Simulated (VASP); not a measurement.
# Ru: single point with PBE

The system is Ru.

```
Ru
1.0
    -0.03334    1.84079    1.84079
     1.84079   -0.03334    1.84079
     1.84079    1.84079   -0.03334
Ru
1
Cartesian
  0.0000 0.0000 0.0000
```

```yaml
Program: VASP 6.6.1
Task: single point
Functional: PBE
Potentials_or_basis: VASP PAW PBE potentials, release 64 (Ru_pv)
Cutoff: 520 eV
k_mesh: 20 × 20 × 20
Occupations: gaussian, width 0.15 eV
Spin: no spin polarisation
Dipole_correction: no
Further_INCAR_settings: ALGO = Fast; EDIFF = 1e-06; NBANDS = 13
```

```yaml
Pressure: 28.7 GPa
Band_gap_on_the_k_mesh: zero (band 7 reaches 16.31 eV, above the bottom of band 8 at 12.50 eV)
```

Stress tensor (GPa, compression positive):
```
28.74  5.63  5.63
 5.63 28.74  5.63
 5.63  5.63 28.74
```

Levels at points of the mesh, in eV from the Fermi level:
```csv
k point,band 4,band 5,band 6,band 7,band 8,band 9,band 10,band 11
"(0.00, 0.00, 0.00)",-8.25,-2.98,-2.98,-2.53,-0.13,-0.13,10.47,14.98
"(0.50, 0.00, 0.00)",-6.53,-3.18,-2.70,0.98,1.73,2.01,10.46,10.75
"(0.50, 0.50, 0.00)",-6.95,-6.44,1.84,2.46,2.51,3.88,10.47,13.55
"(0.50, 0.50, 0.50)",-6.55,-3.05,-3.05,1.40,2.00,2.00,10.47,11.30
```

Wall time 63 s on 1 thread of Intel(R) Xeon(R) Platinum 8559C (Emerald Rapids), with other jobs on the host, peak memory 0.22 GiB.
